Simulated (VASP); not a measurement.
Input of a VASP 6.6.1 run:

File POSCAR:

```
Si
1.0
    0.0165704702      0.0010866615     -3.8957238486
   -0.0329359367     -6.6448321691      0.0018813245
   -6.6278056809     -0.0329359367      0.0286882646
Si
8
Direct
    0.5049020941      0.2991177193      0.3186635137
    0.0006538899      0.8274985736      0.8222150720
    0.9963149135      0.1833573129      0.1556662777
    0.4798523556      0.6549352419      0.6712612909
    0.9917496445      0.8138556963      0.1904542598
    0.5269086358      0.3280535508      0.6738769640
    1.0023308934      0.1854607265      0.8333612532
    0.4972875733      0.7077211788      0.3345013687
```

Contents of INCAR.step1:

```
PREC = Accurate
ENCUT = 520
ISMEAR = 0
SIGMA = 0.05
LREAL = False
LASPH = True
NELM = 100
NBANDS = 26
GGA = PE
ALGO = Normal
EDIFF = 1E-4
LWAVE = True
LCHARG = False
```

File INCAR.step2:

```
PREC = Accurate
ENCUT = 520
EDIFF = 1E-7
ISMEAR = 0
SIGMA = 0.05
LREAL = False
LASPH = True
NELM = 100
ALGO = Normal
ISIF = 2
LWAVE = False
LCHARG = False
METAGGA = R2SCAN
LMIXTAU = True
NBANDS = 26
ISTART = 1
```

File KPOINTS:

```
regular mesh
0
Gamma
  8 4 4
```

Potentials or basis: VASP PAW PBE potentials, release 64 (Si).

Launch:

```sh
$ cat potpaw_PBE.64/Si/POTCAR > POTCAR
$ cp INCAR.step1 INCAR
$ mpirun -np 1 vasp_std > vasp.out
$ cp INCAR.step2 INCAR
$ mpirun -np 1 vasp_std > vasp.out
```

**Question.** Predict the largest force.

**Answer.** 3.699 eV/Å.

**Question.** Estimate the band gap on the k mesh.

**Answer.** Zero (bands 16 and 17 overlap by 0.08 eV).

Forces on the atoms (eV/Å):
```
Si   0.323 -1.517  0.225
Si   0.086  1.123  0.590
Si  -3.539  0.478 -0.207
Si  -1.669 -3.260 -0.519
Si   1.208 -1.154 -0.336
Si  -0.363  2.403  0.926
Si   3.341  0.044 -0.972
Si   0.614  1.883  0.293
```

Caveat: the cell differs from its parent crystal (atoms moved at random and the cell strained at random); semilocal functionals underestimate gaps, and a narrow one can read as zero; the PAW data sets were made with another functional, which shifts forces and pressure a little.
